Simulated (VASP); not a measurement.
# Bi (Fd-3m) in VASP: a series of runs, part 2 of 2

VASP 6.6.1.

### 4 Single point, PBE (26.62 Å³/atom)

This run uses another cell than the first one, of 26.62 Å³/atom.

The input, INCAR:

```
PREC = Accurate ; ENCUT = 520
EDIFF = 1E-7 ; ISMEAR = -1
SIGMA = 0.05 ; LREAL = False
LASPH = True ; NELM = 60
ALGO = Normal ; ISIF = 2
LWAVE = False ; LCHARG = True
GGA = PE ; LELF = True
LVHAR = True ; NBANDS = 22
```

The input, KPOINTS:

```
regular mesh
0
Gamma
  11 11 11
```

The input, POSCAR:

```
Bi
1.0
    0.0000000000      2.9858039828      2.9858039828
    2.9858039828      0.0000000000      2.9858039828
    2.9858039828      2.9858039828      0.0000000000
Bi
2
Direct
   -0.1250000000     -0.1250000000     -0.1250000000
    0.1250000000      0.1250000000      0.1250000000
```

Potentials or basis: VASP PAW PBE potentials, release 64 (Bi_d).

Launch:

```console
> cat potpaw_PBE.64/Bi_d/POTCAR > POTCAR
> mpirun -np 1 vasp_std > vasp.out
```

OUTCAR:

```text
PREC = Accurate
   ENCUT = 520
   EDIFF = 1E-7
   ISMEAR = -1
   LREAL = False
   LASPH = True
   NELM = 60
   ISIF = 2
   GGA = PE

 ion  position               nearest neighbor table
   1  0.875  0.875  0.875-   2 2.59   2 2.59   2 2.59   2 2.59
   2  0.125  0.125  0.125-   1 2.59   1 2.59   1 2.59   1 2.59

  LATTYP: Found a face centered cubic cell.
 ALAT       =     5.9716079656

  Lattice vectors:

 A1 = (   0.0000000000,   2.9858039828,   2.9858039828)
 A2 = (   2.9858039828,   0.0000000000,   2.9858039828)
 A3 = (   2.9858039828,   2.9858039828,   0.0000000000)

Analysis of symmetry for initial positions (statically):
=====================================================================
 Subroutine PRICEL returns:
 Original cell was already a primitive cell.

 Routine SETGRP: Setting up the symmetry group for a
 face centered cubic supercell.

 Subroutine GETGRP returns: Found 48 space group operations
 (whereof 12 operations were pure point group operations)
 out of a pool of 48 trial point group operations.

The static configuration has the point symmetry D_3d.
 The point group associated with its full space group is O_h .

Analysis of symmetry for dynamics (positions and initial velocities):
=====================================================================
 Subroutine PRICEL returns:
 Original cell was already a primitive cell.

 Routine SETGRP: Setting up the symmetry group for a
 face centered cubic supercell.

 Subroutine GETGRP returns: Found 48 space group operations
 (whereof 12 operations were pure point group operations)
 out of a pool of 48 trial point group operations.

The dynamic configuration has the point symmetry D_3d.
 The point group associated with its full space group is O_h .

 Subroutine INISYM returns: Found 48 space group operations
 (whereof 12 operations are pure point group operations),
 and found     1 'primitive' translations

----------------------------------------------------------------------------------------

                                     Primitive cell

  volume of cell :      53.2370

  direct lattice vectors                    reciprocal lattice vectors
     0.000000000  2.985803983  2.985803983    -0.167459084  0.167459084  0.167459084
     2.985803983  0.000000000  2.985803983     0.167459084 -0.167459084  0.167459084
     2.985803983  2.985803983  0.000000000     0.167459084  0.167459084 -0.167459084

  length of vectors
     4.222564487  4.222564487  4.222564487     0.290047642  0.290047642  0.290047642

  position of ions in fractional coordinates (direct lattice)
     0.875000000  0.875000000  0.875000000
     0.125000000  0.125000000  0.125000000

  ion indices of the primitive-cell ions
   primitive index   ion index
                 1           1
                 2           2

----------------------------------------------------------------------------------------

 KPOINTS: regular mesh

Automatic generation of k-mesh.
 Grid dimensions read from file:
 generate k-points for:   11   11   11

 Generating k-lattice:

  Cartesian coordinates                     Fractional coordinates (reciprocal lattice)
    -0.015223553  0.015223553  0.015223553     0.090909091  0.000000000  0.000000000
     0.015223553 -0.015223553  0.015223553     0.000000000  0.090909091  0.000000000
     0.015223553  0.015223553 -0.015223553     0.000000000  0.000000000  0.090909091

  Length of vectors
     0.026367967  0.026367967  0.026367967

  Shift w.r.t. Gamma in fractional coordinates (k-lattice)
     0.000000000  0.000000000  0.000000000

 Subroutine IBZKPT returns following result:
 ===========================================

 Found     56 irreducible k-points:

 Following reciprocal coordinates:
            Coordinates               Weight
  0.000000  0.000000  0.000000      1.000000
  0.090909  0.000000  0.000000      8.000000
  0.181818  0.000000  0.000000      8.000000
  0.272727  0.000000  0.000000      8.000000
  0.363636  0.000000  0.000000      8.000000
  0.454545  0.000000  0.000000      8.000000
[... 16 lines left out ...]
 -0.272727  0.181818  0.000000     24.000000
 -0.181818  0.181818  0.000000     12.000000
 [... further k-points ...]
   k-points           NKPTS =     56   k-points in BZ     NKDIM =     56   number of bands    NBANDS=     22
   number of dos      NEDOS =    301   number of ions     NIONS =      2
   total plane-waves  NPLWV =  32768
   dimension x,y,z NGX =    32 NGY =   32 NGZ =   32
   dimension x,y,z NGXF=    64 NGYF=   64 NGZF=   64
   ions per type =               2
   NGX,Y,Z   is equivalent  to a cutoff of  12.60, 12.60, 12.60 a.u.
   NGXF,Y,Z  is equivalent  to a cutoff of  25.20, 25.20, 25.20 a.u.
 SYSTEM =  unknown system
   PREC   = accura    normal or accurate (medium, high low for compatibility)
   ISTART =      0    job   : 0-new  1-cont  2-samecut
   ICHARG =      2    charge: 1-file 2-atom 10-const
   ISPIN  =      1    spin polarized calculation?
   LNONCOLLINEAR =      F non collinear calculations
   LSORBIT =      F    spin-orbit coupling
   LASPH  =      T    aspherical Exc in radial PAW
   ENCUT  =  520.0 eV  38.22 Ry    6.18 a.u.   7.85  7.85  7.85*2*pi/ulx,y,z
   NELM   =     60;   NELMIN=  2; NELMDL= -5     # of ELM steps
   EDIFF  = 0.1E-06   stopping-criterion for ELM
   LREAL  =      F    real-space projection
   EDIFFG = 0.1E-05   stopping-criterion for IOM
   NSW    =      0    number of steps for IOM
   IBRION =     -1    ionic relax: 0-MD 1-quasi-New 2-CG
   NFREE  =      0    steps in history (QN), initial steepest desc. (CG)
   ISIF   =      2    stress and relaxation
   ISYM   =      2    0-nonsym 1-usesym 2-fastsym
   POTIM  = 0.5000    time-step for ionic-motion
   TEBEG  =    0.0;   TEEND  =   0.0 temperature during run
   PSTRESS=    0.0 pullay stress
   NELECT =      30.0000    total number of electrons
   NUPDOWN=      -1.0000    fix difference up-down
   EMIN   =  10.00;   EMAX   =-10.00  energy-range for DOS
   EFERMI =   0.00;   METHOD = LEGACY
   ISMEAR =    -1;   SIGMA  =   0.05  broadening in eV -4-tet -1-fermi 0-gaus
   EFERMI_NEDOS =   21; number of points for ismear=-14 and -15
   IALGO  =     38    algorithm
   IMIX   =      4    mixing-type and parameters
     AMIX     =   0.40;   BMIX     =  1.00
     AMIX_MAG =   1.60;   BMIX_MAG =  1.00
  volume/ion in A,a.u.               =      26.62       179.63
  Fermi-wavevector in a.u.,A,eV,Ry     =   1.352209  2.555305 24.877849  1.828470
  Thomas-Fermi vector in A             =   2.479567
   LORBIT       =      0    0 simple, 1 ext, 2 COOP (PROOUT), +10 PAW based schemes
   GGA     = PE    functional components
   LHFCALC =     F    Hartree Fock is set to
   AEXX    =    0.0000 exact exchange contribution
   IVDW    =     0    specifies the selected vdW correction
   LEPSILON=     F    determine dielectric tensor
   LRPA    =     F    only Hartree local field effects (RPA)
 non-spin polarized calculation
  energy-cutoff  :      520.00
  volume of cell :       53.24
 maximum number of plane-waves:      1459
   NGX = 15   NGY = 15   NGZ = 15

 number of electron      30.0000012 magnetization

 Free energy of the ion-electron system (eV)
  ---------------------------------------------------
  ext. energy  EPLUGINS =         0.00000000
  ---------------------------------------------------
  free energy    TOTEN  =        -2.37861255 eV

  energy without entropy =       -2.37323687  energy(sigma->0) =       -2.37592471

 E-fermi :  10.5019     XC(G=0): -10.7079

 val. band max:       10.4907638378   @ k =   0.3636   0.2727   0.0000
 cond. band min:      10.5427533435   @ k =   0.2727   0.2727   0.0000
 fundamental gap:      0.0519895057
 Fermi energy:        10.5019097449

 k-point     1 :       0.0000    0.0000    0.0000
  band No.  band energies     occupation
      1     -14.0909      2.00000
      2     -14.0909      2.00000
      3     -14.0909      2.00000
      4     -13.9118      2.00000
      5     -13.9118      2.00000
      6     -13.0496      2.00000
[... 14 lines left out ...]
     21      17.4404      0.00000
     22      17.4404      0.00000

 k-point     2 :       0.0909    0.0000    0.0000
  band No.  band energies     occupation
      1     -14.1083      2.00000
      2     -14.1083      2.00000
      3     -14.0873      2.00000
      4     -13.8866      2.00000
      5     -13.8866      2.00000
      6     -13.0737      2.00000
[... 14 lines left out ...]
     21      17.0627      0.00000
     22      17.0958      0.00000
[... 523 lines left out ...]
     21      19.0826      0.00000
     22      19.5703      0.00000

 k-point    24 :      -0.1818    0.1818    0.0000
  band No.  band energies     occupation
      1     -14.1945      2.00000
      2     -14.1873      2.00000
      3     -14.0219      2.00000
      4     -13.7952      2.00000
      5     -13.7144      2.00000
      6     -13.2437      2.00000
[... 14 lines left out ...]
     21      17.6704      0.00000
     22      19.5972      0.00000

 [... further k-points ...]
[... 5 lines left out ...]
  --------------------------------------------------------------------------------------
  -------------------------------------------------------------------------------------
  Total       20.9865664     20.9865664     20.9865664      0.0000000     -0.0000000     -0.0000000
  in kB      631.5941478    631.5941478    631.5941478      0.0000000     -0.0000000     -0.0000000
  external PRESSURE =     631.5941478 kB  Pullay stress =       0.0000000 kB

 VOLUME and BASIS-vectors are now :
 -----------------------------------------------------------------------------
  energy-cutoff  :      520.00
  volume of cell :       53.24
      direct lattice vectors                 reciprocal lattice vectors
     0.000000000  2.985803983  2.985803983    -0.167459084  0.167459084  0.167459084
     2.985803983  0.000000000  2.985803983     0.167459084 -0.167459084  0.167459084
     2.985803983  2.985803983  0.000000000     0.167459084  0.167459084 -0.167459084

 POSITION                                       TOTAL-FORCE (eV/Angst)
 -----------------------------------------------------------------------------------
      5.22516      5.22516      5.22516        -0.000000     -0.000000     -0.000000
      0.74645      0.74645      0.74645         0.000000      0.000000      0.000000
 -----------------------------------------------------------------------------------
    total drift:                                0.000000      0.000000     -0.000000

  FREE ENERGIE OF THE ION-ELECTRON SYSTEM (eV)
  ---------------------------------------------------
  free  energy   TOTEN  =        -2.3786125515 eV

  energy  without entropy=       -2.3732368694  energy(sigma->0) =       -2.37592471
```

OSZICAR:

```text
N       E                     dE             d eps       ncg     rms          rms(c)
DAV:   1     0.318794516427E+03    0.31879E+03   -0.16347E+04  2476   0.182E+03
DAV:   2     0.251498450144E+02   -0.29364E+03   -0.28626E+03  2494   0.464E+02
DAV:   3    -0.152993045911E+01   -0.26680E+02   -0.26258E+02  2914   0.150E+02
DAV:   4    -0.245872499535E+01   -0.92879E+00   -0.92742E+00  3004   0.296E+01
DAV:   5    -0.250758438042E+01   -0.48859E-01   -0.48857E-01  3758   0.614E+00    0.224E+00
DAV:   6    -0.242051315754E+01    0.87071E-01   -0.31440E-02  3704   0.120E+00    0.126E+00
DAV:   7    -0.237868163059E+01    0.41832E-01   -0.39704E-02  3542   0.132E+00    0.130E-01
DAV:   8    -0.237860639325E+01    0.75237E-04   -0.22235E-03  3410   0.382E-01    0.202E-02
DAV:   9    -0.237861169755E+01   -0.53043E-05   -0.89907E-05  3208   0.833E-02    0.137E-02
DAV:  10    -0.237861254941E+01   -0.85185E-06   -0.18729E-05  3452   0.577E-02    0.290E-03
DAV:  11    -0.237861255155E+01   -0.21414E-08   -0.93318E-07  3004   0.126E-02
   1 F= -.23786126E+01 E0= -.23759247E+01  d E =-.537568E-02
```

Run time: 63 s. Hardware: 1 thread of Intel Xeon 8259CL, shared host; peak memory 0.2 GiB.

What came out:

| Quantity | Value |
| --- | --- |
| Free energy | -2.3786 eV |
| Pressure | 63.2 GPa |
| Band gap on the k mesh | zero (bands 15 and 16 overlap by 1.98 eV) |

Caveat: the cell stands under pressure; spin-orbit coupling is left out, which moves the levels of the heavy elements.

### 5 Single point, PBE (31.46 Å³/atom)

This run uses another cell than the first one, of 31.46 Å³/atom.

The input, INCAR:

```
SYSTEM = Bi
  ALGO = Normal
  EDIFF = 1E-6
  ENCUT = 520
  GGA = PE
  ISIF = 2
  ISMEAR = -1
  LASPH = .TRUE.
  LCHARG = .TRUE.
  LELF = .TRUE.
  LREAL = .FALSE.
  LVHAR = .TRUE.
  LWAVE = .FALSE.
  NBANDS = 22
  NELM = 80
  PREC = Accurate
  SIGMA = 0.05
```

The input, KPOINTS:

```
k-points
0
G
  11 11 11
  0 0 0
```

The input, POSCAR:

```
Bi
1.0
    0.0000000000      3.1567838692      3.1567838692
    3.1567838692      0.0000000000      3.1567838692
    3.1567838692      3.1567838692      0.0000000000
Bi
2
Direct
   -0.1250000000     -0.1250000000     -0.1250000000
    0.1250000000      0.1250000000      0.1250000000
```

Potentials or basis: VASP PAW PBE potentials, release 64 (Bi_d).

Launch:

```console
> cat potpaw_PBE.64/Bi_d/POTCAR > POTCAR
> mpirun -np 1 vasp_std > vasp.out
```

OUTCAR:

```text
SYSTEM = Bi
   EDIFF = 1E-6
   ENCUT = 520
   GGA = PE
   ISIF = 2
   ISMEAR = -1
   LASPH = .TRUE.
   LREAL = .FALSE.
   NELM = 80
   PREC = Accurate

 ion  position               nearest neighbor table
   1  0.875  0.875  0.875-   2 2.73   2 2.73   2 2.73   2 2.73
   2  0.125  0.125  0.125-   1 2.73   1 2.73   1 2.73   1 2.73

  LATTYP: Found a face centered cubic cell.
 ALAT       =     6.3135677384

  Lattice vectors:

 A1 = (   0.0000000000,   3.1567838692,   3.1567838692)
 A2 = (   3.1567838692,   0.0000000000,   3.1567838692)
 A3 = (   3.1567838692,   3.1567838692,   0.0000000000)

[... 189 lines left out ...]
      5     -15.5659      2.00000
      6     -15.0007      2.00000
[... 589 lines left out ...]
     21      14.8180      0.00000
     22      17.1592      0.00000

 [... further k-points ...]
[... 5 lines left out ...]
  --------------------------------------------------------------------------------------
  -------------------------------------------------------------------------------------
  Total       12.3302424     12.3302424     12.3302424     -0.0000000      0.0000000      0.0000000
  in kB      313.9913287    313.9913287    313.9913287     -0.0000000      0.0000000      0.0000000
  external PRESSURE =     313.9913287 kB  Pullay stress =       0.0000000 kB

 VOLUME and BASIS-vectors are now :
 -----------------------------------------------------------------------------
  energy-cutoff  :      520.00
  volume of cell :       62.92
      direct lattice vectors                 reciprocal lattice vectors
     0.000000000  3.156783869  3.156783869    -0.158389051  0.158389051  0.158389051
     3.156783869  0.000000000  3.156783869     0.158389051 -0.158389051  0.158389051
     3.156783869  3.156783869  0.000000000     0.158389051  0.158389051 -0.158389051

 POSITION                                       TOTAL-FORCE (eV/Angst)
 -----------------------------------------------------------------------------------
      5.52437      5.52437      5.52437         0.000000      0.000000      0.000000
      0.78920      0.78920      0.78920        -0.000000     -0.000000     -0.000000
 -----------------------------------------------------------------------------------
    total drift:                                0.000000      0.000000      0.000000

  FREE ENERGIE OF THE ION-ELECTRON SYSTEM (eV)
  ---------------------------------------------------
  free  energy   TOTEN  =        -5.1294138366 eV

  energy  without entropy=       -5.1214797420  energy(sigma->0) =       -5.12544679
```

stdout:

```text
POSCAR found type information on POSCAR Bi
 POSCAR found :  1 types and       2 ions
 scaLAPACK will be used
 LDA part: xc-table for (Slater+PW92), standard interpolation
 POSCAR, INCAR and KPOINTS ok, starting setup
 FFT: planning ... GRIDC
 FFT: planning ... GRID_SOFT
 FFT: planning ... GRID
 WAVECAR not read
 entering main loop
```

Run time: 83 s. Hardware: 1 thread of Intel Xeon 8259CL, shared host; peak memory 0.23 GiB.

Results:

* Free energy: -5.1294 eV
* Pressure: 31.4 GPa
* Band gap on the k mesh: zero (bands 15 and 16 overlap by 1.50 eV)

Caveat: the cell stands under pressure; spin-orbit coupling is left out, which moves the levels of the heavy elements.

### 6 Overview

```tsv
cell	gap on the mesh (eV)	pressure (GPa)
a = 3.949 Å, angles 60.0°, 2 atoms	none	131.7
a = 4.223 Å, angles 60.0°, 2 atoms	none	63.2
a = 4.464 Å, angles 60.0°, 2 atoms	none	31.4
```

Alike in all rows: task single point; level PBE; potentials or basis VASP PAW PBE potentials, release 64 (Bi_d); no spin polarisation; k mesh 11 × 11 × 11; cutoff (eV) 520; smearing fermi-dirac 0.05 eV.

Caveats: the cell stands under pressure; spin-orbit coupling is left out, which moves the levels of the heavy elements.

Total energies depend on the potentials used, so only differences within one code and one set of settings carry meaning.
